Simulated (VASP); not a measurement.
Write the native input for VASP 6.6.1 that does the following.

```yaml
Task: single point
Functional: PBE
Potentials_or_basis: VASP PAW PBE potentials, release 64 (Zn, S)
Cutoff: 520 eV
k_mesh: 8 × 8 × 2
Occupations: gaussian, width 0.05 eV
Spin: no spin polarisation
Dipole_correction: no
Further_INCAR_settings: ALGO = Normal; EDIFF = 1e-06; NBANDS = 66
```

The structure of ZnS lies in POSCAR:

```
ZnS
1.0
   -3.8462043731      0.0000000000      0.0000000000
   -1.9231021865     -3.3309106952      0.0000000000
   -2.3077226238     -1.1103035651     18.8985751533
Zn S
6 6
Direct
   -0.0770478392      0.0000170468      0.7706488596
    0.4729521608      0.5000170468      0.2706488596
    0.3284650007      0.3888730775      0.6040807676
    0.8784650007      0.8888730775      0.1040807676
    0.1839841438      0.2777339568      0.9374981296
    0.7339841438      0.7777339568      0.4374981296
    0.4187881800      0.4583524461      0.3956426616
    0.8687881800      0.9583524461      0.8956426616
    0.2298254860      0.2360734508      0.0624796476
    0.6798254860      0.7360734508      0.5624796476
    0.2744031286      0.3472870220      0.7288389341
    0.8244031286      0.8472870220      0.2288389341
```

This cell differs from its parent crystal: the part above a cut slid along it.

The input as run:

INCAR

```
ALGO     = Normal         # electronic algorithm
EDIFF    = 1E-6           # SCF threshold, eV
ENCUT    = 520            # plane-wave cutoff, eV
GGA      = PE             # functional
ISIF     = 2              # what is computed and relaxed
ISMEAR   = 0              # smearing method
KPAR     = 4            
LASPH    = True           # aspherical terms in the spheres
LCHARG   = False          # write CHGCAR
LREAL    = False          # projectors in reciprocal space
LWAVE    = False          # write WAVECAR
NBANDS   = 66             # bands
NELM     = 80             # most SCF steps
PREC     = Accurate       # precision mode
SIGMA    = 0.05           # smearing width, eV
```

KPOINTS

```
k-points
0
Gamma
  8 8 2
```

Potentials or basis: VASP PAW PBE potentials, release 64 (Zn, S).

Run with:

```console
$ cat potpaw_PBE.64/Zn/POTCAR potpaw_PBE.64/S/POTCAR > POTCAR
$ mpirun -np 4 vasp_std > vasp.out
```

It gave:

| Item | Value |
| --- | --- |
| Pressure | 0.1 GPa |
| Largest force | 0.279 eV/Å |
| Band gap on the k mesh | 2.02 eV |

Caveat: the cell differs from its parent crystal (the part above a cut slid along it).

Wall time 8.5 min on 4 MPI ranks on Oxide Virtual Turin-like Processor (shared host), peak memory 0.86 GiB a rank.
